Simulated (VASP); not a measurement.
Here is a VASP 6.6.1 calculation.

File POSCAR:

```
Ni
1.0
   -1.3781170589      1.3781170589      1.3781170589
    1.3781170589     -1.3781170589      1.3781170589
    1.3781170589      1.3781170589     -1.3781170589
Ni
1
Direct
    0.0000000000      0.0000000000      0.0000000000
```

The input INCAR.step1:

```
PREC = Accurate
ENCUT = 520
EDIFF = 1E-6
ISMEAR = -1
SIGMA = 0.08
LREAL = False
LASPH = True
NELM = 150
ALGO = Normal
ISIF = 2
LWAVE = False
LCHARG = True
ISPIN = 2
MAGMOM = 1
LMAXMIX = 4
GGA = PS
NBANDS = 15
```

File KPOINTS.step1:

```
regular mesh
0
Gamma
  21 21 21
```

The input INCAR.step2:

```
PREC = Accurate
ENCUT = 520
EDIFF = 1E-6
ISMEAR = -5
SIGMA = 0.08
LREAL = False
LASPH = True
NELM = 150
ALGO = Normal
ISIF = 2
LWAVE = False
LCHARG = False
ISPIN = 2
MAGMOM = 1
LORBIT = 11
LMAXMIX = 4
GGA = PS
NBANDS = 15
NEDOS = 2001
ICHARG = 11
```

The input KPOINTS.step2:

```
regular mesh
0
Gamma
  32 32 32
```

Potentials or basis: VASP PAW PBE potentials, release 64 (Ni).

Command:

```bash
$ cat potpaw_PBE.64/Ni/POTCAR > POTCAR
$ cp INCAR.step1 INCAR
$ cp KPOINTS.step1 KPOINTS
$ mpirun -np 1 vasp_std > vasp.out
$ cp INCAR.step2 INCAR
$ cp KPOINTS.step2 KPOINTS
$ mpirun -np 1 vasp_std > vasp.out
```

Q: Estimate the site moments.

A: Ni +0.52 μB.

Q: What does it give for the net moment?

A: 0.50 μB per cell.
